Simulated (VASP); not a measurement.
# ZrH5 (P-4m2) in VASP: single point with PBE

Aim: the single point of ZrH5 with PBE.

All numbers are computed with VASP 6.6.1; they aren't measurements. Logs are shortened: lines on timing, memory, paths and dates and some standing lists are left out, and cuts for length are marked.

## Step 1: The cell of the first run

The structure is tetragonal, space group P-4m2 (No. 115). The conventional cell has a = 3.489 Å, b = 3.489 Å, c = 3.322 Å, α = 90.00°, β = 90.00°, γ = 90.00°. Within 2.8 Å of Zr (site symmetry -4m2) lie 8 H at 2.08 Å. H (site symmetry m) has 2 H at 1.28 to 1.56 Å within 1.7 Å. H (site symmetry -4m2) has 4 H at 1.28 Å within 1.7 Å.

## Step 2: Single point, PBE

Contents of INCAR:

```
SYSTEM = ZrH5
PREC = Accurate
ENCUT = 500
EDIFF = 1E-6
ISMEAR = 0
SIGMA = 0.2
LREAL = .FALSE.
LASPH = .TRUE.
NELM = 120
ALGO = Normal
ISIF = 2
LWAVE = .FALSE.
LCHARG = .FALSE.
GGA = PE
NBANDS = 18
GGA_COMPAT = .FALSE.
```

Contents of KPOINTS:

```
regular mesh
0
G
  5 5 4
  0 0 0
```

Contents of POSCAR:

```
ZrH5
1.0
    3.4893703551      0.0000000000      0.0000000000
    0.0000000000      3.4893703551      0.0000000000
    0.0000000000      0.0000000000      3.3224154550
Zr H
1 5
Direct
    0.5000000000      0.5000000000      0.0000000000
    0.2766073980      0.0000000000      0.7547804273
    0.7233926020      0.0000000000      0.7547804273
    0.0000000000      0.7233926020      0.2452195727
    0.0000000000      0.2766073980      0.2452195727
    0.0000000000      0.0000000000      0.5000000000
```

Potentials or basis: VASP PAW PBE potentials, release 64 (Zr_sv, H).

Launch:

```
> cat potpaw_PBE.64/Zr_sv/POTCAR potpaw_PBE.64/H/POTCAR > POTCAR
> mpirun -np 1 vasp_std > vasp.out
```

OUTCAR:

```text
SYSTEM = ZrH5
   PREC = Accurate
   ENCUT = 500
   EDIFF = 1E-6
   ISMEAR = 0
   LREAL = .FALSE.
   LASPH = .TRUE.
   NELM = 120
   ISIF = 2
   GGA = PE

 ion  position               nearest neighbor table
   1  0.500  0.500  0.000-   2 2.08   3 2.08   4 2.08   5 2.08   2 2.08   3 2.08   4 2.08   5 2.08

   2  0.277  0.000  0.755-   1 2.08   1 2.08
   3  0.723  0.000  0.755-   1 2.08   1 2.08
   4  0.000  0.723  0.245-   1 2.08   1 2.08
   5  0.000  0.277  0.245-   1 2.08   1 2.08
   6  0.000  0.000  0.500-

  LATTYP: Found a simple tetragonal cell.
 ALAT       =     3.4893703551
 C/A-ratio  =     0.9521532875

  Lattice vectors:

 A1 = (   3.4893703551,   0.0000000000,   0.0000000000)
 A2 = (   0.0000000000,   3.4893703551,   0.0000000000)
 A3 = (   0.0000000000,   0.0000000000,   3.3224154550)

Analysis of symmetry for initial positions (statically):
=====================================================================
 Subroutine PRICEL returns:
 Original cell was already a primitive cell.

 Routine SETGRP: Setting up the symmetry group for a
 simple tetragonal supercell.

 Subroutine GETGRP returns: Found  8 space group operations
 (whereof  8 operations were pure point group operations)
 out of a pool of 16 trial point group operations.

The static configuration has the point symmetry D_2d.

Analysis of symmetry for dynamics (positions and initial velocities):
=====================================================================
 Subroutine PRICEL returns:
 Original cell was already a primitive cell.

 Routine SETGRP: Setting up the symmetry group for a
 simple tetragonal supercell.

 Subroutine GETGRP returns: Found  8 space group operations
 (whereof  8 operations were pure point group operations)
 out of a pool of 16 trial point group operations.

The dynamic configuration has the point symmetry D_2d.

 Subroutine INISYM returns: Found  8 space group operations
 (whereof  8 operations are pure point group operations),
 and found     1 'primitive' translations

----------------------------------------------------------------------------------------

                                     Primitive cell

  volume of cell :      40.4528

  direct lattice vectors                    reciprocal lattice vectors
     3.489370355  0.000000000  0.000000000     0.286584655  0.000000000  0.000000000
     0.000000000  3.489370355  0.000000000     0.000000000  0.286584655  0.000000000
     0.000000000  0.000000000  3.322415455     0.000000000  0.000000000  0.300985838

  length of vectors
     3.489370355  3.489370355  3.322415455     0.286584655  0.286584655  0.300985838

  position of ions in fractional coordinates (direct lattice)
     0.500000000  0.500000000  0.000000000
     0.276607398  0.000000000  0.754780427
     0.723392602  0.000000000  0.754780427
     0.000000000  0.723392602  0.245219573
     0.000000000  0.276607398  0.245219573
     0.000000000  0.000000000  0.500000000

  ion indices of the primitive-cell ions
   primitive index   ion index
                 1           1
                 2           2
                 3           3
                 4           4
                 5           5
                 6           6

----------------------------------------------------------------------------------------

 KPOINTS: regular mesh

Automatic generation of k-mesh.
 Grid dimensions read from file:
 generate k-points for:    5    5    4

 Generating k-lattice:

  Cartesian coordinates                     Fractional coordinates (reciprocal lattice)
     0.057316931  0.000000000  0.000000000     0.200000000  0.000000000  0.000000000
     0.000000000  0.057316931  0.000000000     0.000000000  0.200000000  0.000000000
     0.000000000  0.000000000  0.075246460     0.000000000  0.000000000  0.250000000

  Length of vectors
     0.057316931  0.057316931  0.075246460

  Shift w.r.t. Gamma in fractional coordinates (k-lattice)
     0.000000000  0.000000000  0.000000000

 Subroutine IBZKPT returns following result:
 ===========================================

 Found     18 irreducible k-points:

 Following reciprocal coordinates:
            Coordinates               Weight
  0.000000  0.000000  0.000000      1.000000
  0.200000  0.000000  0.000000      4.000000
  0.400000  0.000000  0.000000      4.000000
  0.200000  0.200000  0.000000      4.000000
  0.400000  0.200000  0.000000      8.000000
  0.400000  0.400000  0.000000      4.000000
[... 10 lines left out ...]
  0.400000  0.200000  0.500000      8.000000
  0.400000  0.400000  0.500000      4.000000
   k-points           NKPTS =     18   k-points in BZ     NKDIM =     18   number of bands    NBANDS=     18
   number of dos      NEDOS =    301   number of ions     NIONS =      6
   total plane-waves  NPLWV =  18816
   dimension x,y,z NGX =    28 NGY =   28 NGZ =   24
   dimension x,y,z NGXF=    56 NGYF=   56 NGZF=   48
   ions per type =               1   5
   NGX,Y,Z   is equivalent  to a cutoff of  13.34, 13.34, 12.01 a.u.
   NGXF,Y,Z  is equivalent  to a cutoff of  26.68, 26.68, 24.02 a.u.
 SYSTEM =  ZrH5
   PREC   = accura    normal or accurate (medium, high low for compatibility)
   ISTART =      0    job   : 0-new  1-cont  2-samecut
   ICHARG =      2    charge: 1-file 2-atom 10-const
   ISPIN  =      1    spin polarized calculation?
   LNONCOLLINEAR =      F non collinear calculations
   LSORBIT =      F    spin-orbit coupling
   LASPH  =      T    aspherical Exc in radial PAW
   ENCUT  =  500.0 eV  36.75 Ry    6.06 a.u.   6.36  6.36  6.06*2*pi/ulx,y,z
   NELM   =    120;   NELMIN=  2; NELMDL= -5     # of ELM steps
   EDIFF  = 0.1E-05   stopping-criterion for ELM
   LREAL  =      F    real-space projection
   EDIFFG = 0.1E-04   stopping-criterion for IOM
   NSW    =      0    number of steps for IOM
   IBRION =     -1    ionic relax: 0-MD 1-quasi-New 2-CG
   NFREE  =      0    steps in history (QN), initial steepest desc. (CG)
   ISIF   =      2    stress and relaxation
   ISYM   =      2    0-nonsym 1-usesym 2-fastsym
   POTIM  = 0.5000    time-step for ionic-motion
   TEBEG  =    0.0;   TEEND  =   0.0 temperature during run
   PSTRESS=    0.0 pullay stress
   NELECT =      17.0000    total number of electrons
   NUPDOWN=      -1.0000    fix difference up-down
   EMIN   =  10.00;   EMAX   =-10.00  energy-range for DOS
   EFERMI =   0.00;   METHOD = LEGACY
   ISMEAR =     0;   SIGMA  =   0.20  broadening in eV -4-tet -1-fermi 0-gaus
   EFERMI_NEDOS =   21; number of points for ismear=-14 and -15
   IALGO  =     38    algorithm
   IMIX   =      4    mixing-type and parameters
     AMIX     =   0.40;   BMIX     =  1.00
     AMIX_MAG =   1.60;   BMIX_MAG =  1.00
  volume/ion in A,a.u.               =       6.74        45.50
  Fermi-wavevector in a.u.,A,eV,Ry     =   1.226239  2.317256 20.458564  1.503662
  Thomas-Fermi vector in A             =   2.361247
   LORBIT       =      0    0 simple, 1 ext, 2 COOP (PROOUT), +10 PAW based schemes
   GGA     = PE    functional components
   LHFCALC =     F    Hartree Fock is set to
   AEXX    =    0.0000 exact exchange contribution
   IVDW    =     0    specifies the selected vdW correction
   LEPSILON=     F    determine dielectric tensor
   LRPA    =     F    only Hartree local field effects (RPA)
 non-spin polarized calculation
 Gauss-broadening in eV      SIGMA  =   0.20
  energy-cutoff  :      500.00
  volume of cell :       40.45
 maximum number of plane-waves:      1044
 NGX is ok and might be reduce to    28
   NGX = 13   NGY = 13   NGZ = 13

 number of electron      17.0000002 magnetization

 Free energy of the ion-electron system (eV)
  ---------------------------------------------------
  ext. energy  EPLUGINS =         0.00000000
  ---------------------------------------------------
  free energy    TOTEN  =       -22.91205807 eV

  energy without entropy =      -22.87848315  energy(sigma->0) =      -22.89527061

 E-fermi :   5.8725     XC(G=0): -10.5703

 val. band max:        5.8084642143   @ k =   0.0000   0.0000   0.2500
 cond. band min:       5.9105104684   @ k =   0.4000   0.0000   0.5000
 fundamental gap:      0.1020462541
 Fermi energy:         5.8724956111

 k-point     1 :       0.0000    0.0000    0.0000
  band No.  band energies     occupation
      1     -43.1768      2.00000
      2     -21.1256      2.00000
      3     -21.1021      2.00000
      4     -21.1021      2.00000
      5      -5.5381      2.00000
      6       1.0195      2.00000
[... 10 lines left out ...]
     17      17.5282      0.00000
     18      18.3658      0.00000

 k-point     2 :       0.2000    0.0000    0.0000
  band No.  band energies     occupation
      1     -43.1701      2.00000
      2     -21.2140      2.00000
      3     -21.1142      2.00000
      4     -21.0918      2.00000
      5      -5.0420      2.00000
      6       0.8185      2.00000
[... 10 lines left out ...]
     17      17.8617      0.00000
     18      18.4127      0.00000

 k-point     3 :       0.4000    0.0000    0.0000
  band No.  band energies     occupation
      1     -43.1592      2.00000
      2     -21.3860      2.00000
      3     -21.0994      2.00000
      4     -21.0751      2.00000
      5      -3.8914      2.00000
      6      -0.4763      2.00000
[... 10 lines left out ...]
     17      16.3833      0.00000
     18      19.8031      0.00000

 k-point     4 :       0.2000    0.2000    0.0000
  band No.  band energies     occupation
      1     -43.1634      2.00000
      2     -21.2053      2.00000
      3     -21.1973      2.00000
      4     -21.1028      2.00000
      5      -4.6179      2.00000
      6       0.9898      2.00000
[... 249 lines left out ...]
      4     -21.1514      2.00000
      5      -2.9037      2.00000
      6      -0.8889      2.00000
[... 10 lines left out ...]
     17      17.2748      0.00000
     18      17.3332      0.00000

 k-point    17 :       0.4000    0.2000    0.5000
  band No.  band energies     occupation
      1     -43.1226      2.00000
      2     -21.4513      2.00000
      3     -21.3140      2.00000
      4     -21.1374      2.00000
      5      -2.5731      2.00000
      6       0.1016      2.00000
[... 10 lines left out ...]
     17      17.4611      0.00000
     18      18.9773      0.00000

 k-point    18 :       0.4000    0.4000    0.5000
  band No.  band energies     occupation
      1     -43.1123      2.00000
      2     -21.4284      2.00000
      3     -21.2932      2.00000
      4     -21.2895      2.00000
      5      -1.6533      2.00000
      6       0.2943      2.00000
[... 10 lines left out ...]
     17      16.3882      0.00000
     18      17.4131      0.00000

------------------------ aborting loop because EDIFF is reached ----------------------------------------

  FORCE on cell =-STRESS in cart. coord.  units (eV):
  Direction    XX          YY          ZZ          XY          YZ          ZX
  --------------------------------------------------------------------------------------
  -------------------------------------------------------------------------------------
  Total       -0.1050544     -0.1050544     -0.1672778      0.0000000      0.0000000      0.0000000
  in kB       -4.1608006     -4.1608006     -6.6252274      0.0000000      0.0000000      0.0000000
  external PRESSURE =      -4.9822762 kB  Pullay stress =       0.0000000 kB

 VOLUME and BASIS-vectors are now :
 -----------------------------------------------------------------------------
  energy-cutoff  :      500.00
  volume of cell :       40.45
      direct lattice vectors                 reciprocal lattice vectors
     3.489370355  0.000000000  0.000000000     0.286584655  0.000000000  0.000000000
     0.000000000  3.489370355  0.000000000     0.000000000  0.286584655  0.000000000
     0.000000000  0.000000000  3.322415455     0.000000000  0.000000000  0.300985838

 POSITION                                       TOTAL-FORCE (eV/Angst)
 -----------------------------------------------------------------------------------
      1.74469      1.74469      0.00000        -0.000000     -0.000000     -0.000000
      0.96519      0.00000      2.50769        -0.002941     -0.000000     -0.005096
      2.52418      0.00000      2.50769         0.002941     -0.000000     -0.005096
      0.00000      2.52418      0.81472        -0.000000      0.002941      0.005096
      0.00000      0.96519      0.81472        -0.000000     -0.002941      0.005096
      0.00000      0.00000      1.66121        -0.000000     -0.000000     -0.000000
 -----------------------------------------------------------------------------------
    total drift:                                0.000000      0.000000     -0.000000

  FREE ENERGIE OF THE ION-ELECTRON SYSTEM (eV)
  ---------------------------------------------------
  free  energy   TOTEN  =       -22.9120580746 eV

  energy  without entropy=      -22.8784831538  energy(sigma->0) =      -22.89527061
```

Wall time 13 s (1 thread of AMD EPYC 7R43 (Zen 3), shared host); peak memory 0.12 GiB.

Results:

- Free energy: -22.9121 eV
- Pressure: -0.5 GPa
- Largest force: 0.006 eV/Å

Forces on the atoms (eV/Å):
```
Zr   0.000  0.000  0.000
H   -0.003  0.000 -0.005
H    0.003  0.000 -0.005
H    0.000  0.003  0.005
H    0.000 -0.003  0.005
H    0.000  0.000  0.000
```

Caveat: the k points lie up to 0.47 Å⁻¹ apart.
